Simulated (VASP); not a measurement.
Set up this calculation in VASP 6.6.1, as the native input.

- Task: single point
- Functional: PBE
- Potentials or basis: VASP PAW PBE potentials, release 64 (Ru_pv)
- Cutoff: 520 eV
- k mesh: 20 × 20 × 11
- Occupations: fermi-dirac, width 0.05 eV
- Spin: no spin polarisation
- Dipole correction: no
- Further INCAR settings: ALGO = Normal; EDIFF = 1e-06; NBANDS = 21

The structure of Ru lies in POSCAR:

```
Ru
1.0
    2.6876397213      0.0000000000      0.0000000000
   -1.3438198606      2.3275642749      0.0000000000
    0.0000000000      0.0000000000      4.2531615502
Ru
2
Direct
    0.3333333333      0.6666666667      0.2500000000
    0.6666666667      0.3333333333      0.7500000000
```

This cell differs from its parent crystal: volume scaled by 0.98, then relaxed in part.

These files were run (other wordings do the same):

INCAR

```
SYSTEM = Ru
  ALGO = Normal
  EDIFF = 1E-6
  ENCUT = 520
  GGA = PE
  ISIF = 2
  ISMEAR = -1
  LASPH = .True.
  LCHARG = .False.
  LREAL = .False.
  LWAVE = .False.
  NBANDS = 21
  NELM = 100
  PREC = Accurate
  SIGMA = 0.05
```

KPOINTS

```
k-points
0
Gamma
  20 20 11
  0 0 0
```

Potentials or basis: VASP PAW PBE potentials, release 64 (Ru_pv).

Command:

```console
$ cat potpaw_PBE.64/Ru_pv/POTCAR > POTCAR
$ mpirun -np 1 vasp_std > vasp.out
```

It gave:

* Pressure: 11.5 GPa
* Band gap on the k mesh: zero (band 14 reaches 14.88 eV, above the bottom of band 15 at 11.54 eV)

Run time: 53 s on 1 thread of Intel(R) Xeon(R) 6975P-C (Granite Rapids) (shared host), peak memory 0.22 GiB.
